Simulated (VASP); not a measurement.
AlFe: single point with PBE

AlFe:

```
CELL_PARAMETERS angstrom
2.87433 0.00000 0.00000
0.00000 2.87433 0.00000
0.00000 0.00000 2.87433
ATOMIC_POSITIONS crystal
Al 0.00000 0.00000 0.00000
Fe 0.50000 0.50000 0.50000
```

- Program: VASP 6.6.1
- Task: single point
- Functional: PBE
- Potentials or basis: VASP PAW PBE potentials, release 64 (Al, Fe)
- Cutoff: 520 eV
- k mesh: 14 × 14 × 14
- Occupations: gaussian, width 0.1 eV
- Spin: collinear spin, ferromagnetic start
- Starting moments: [0.0, 0.77] μB

```yaml
Pressure: 0.0 GPa
Net_moment: 0.67 μB per cell
Site_moments: Al -0.02; Fe +0.71 μB
Valence_electrons_inside_the_program's_atomic_spheres: Al 0.84; Fe 7.42
```

Levels at points of the mesh, in eV from the Fermi level:
Spin up:
| k point | band 3 | band 4 | band 5 | band 6 | band 7 | band 8 | band 9 | band 10 |
| --- | --- | --- | --- | --- | --- | --- | --- | --- |
| (0.00, 0.00, 0.00) | -2.50 | -0.37 | -0.37 | -0.37 | 6.36 | 6.36 | 6.36 | 9.32 |
| (0.50, 0.00, 0.00) | -1.87 | -1.31 | -1.31 | -0.25 | 0.91 | 8.72 | 11.05 | 11.05 |
| (0.50, 0.50, 0.00) | -2.12 | -2.12 | -1.09 | -1.09 | 0.46 | 3.25 | 4.04 | 12.84 |
| (0.50, 0.50, 0.50) | -3.61 | 0.50 | 0.50 | 2.97 | 2.97 | 2.97 | 4.27 | 5.92 |
Spin down:
```csv
k point,band 1,band 2,band 3,band 4,band 5,band 6,band 7,band 8,band 9,band 10
"(0.00, 0.00, 0.00)",-10.41,-2.15,-2.15,0.43,0.43,0.43,6.39,6.39,6.39,9.38
"(0.50, 0.00, 0.00)",-6.25,-5.95,-1.47,-0.62,-0.62,0.57,1.38,8.61,11.14,11.14
"(0.50, 0.50, 0.00)",-4.69,-2.24,-2.12,-2.12,-0.35,-0.35,0.97,3.57,4.56,12.78
"(0.50, 0.50, 0.50)",-3.22,-3.22,-3.22,1.02,1.02,3.03,3.03,3.03,4.20,6.31
```

It took 66 s on 1 thread of Intel(R) Xeon(R) Platinum 8375C CPU @ 2.90GHz (Ice Lake), with other jobs on the host, peak memory 0.2 GiB.
